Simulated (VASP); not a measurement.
Input of a VASP 6.6.1 run:

The input INCAR:

```
PREC = Accurate
ENCUT = 520
EDIFF = 1E-6
ISMEAR = 0
SIGMA = 0.15
LREAL = False
LASPH = True
NELM = 100
ALGO = Normal
ISIF = 2
LWAVE = False
LCHARG = False
GGA = PS
NBANDS = 10
```

Contents of KPOINTS:

```
Automatic mesh
0
Gamma
  22 22 22
```

File POSCAR:

```
Re
1.0
    0.0000000000      2.0849427042      1.7722012985
    2.0849427042      0.0000000000      1.7722012985
    2.0849427042      2.0849427042      0.0000000000
Re
1
Direct
    0.0000000000      0.0000000000      0.0000000000
```

Potentials or basis: VASP PAW PBE potentials, release 64 (Re).

Run with:

```sh
$ cat potpaw_PBE.64/Re/POTCAR > POTCAR
$ mpirun -np 1 vasp_std > vasp.out
```

Problem. What does it give for the pressure?

Solution. -17.0 GPa.

Stress tensor (GPa, compression positive):
```
-23.40   0.00   0.00
  0.00 -23.40   0.00
  0.00   0.00  -4.12
```

Caveat: the PAW data sets were made with another functional, which shifts forces and pressure a little.
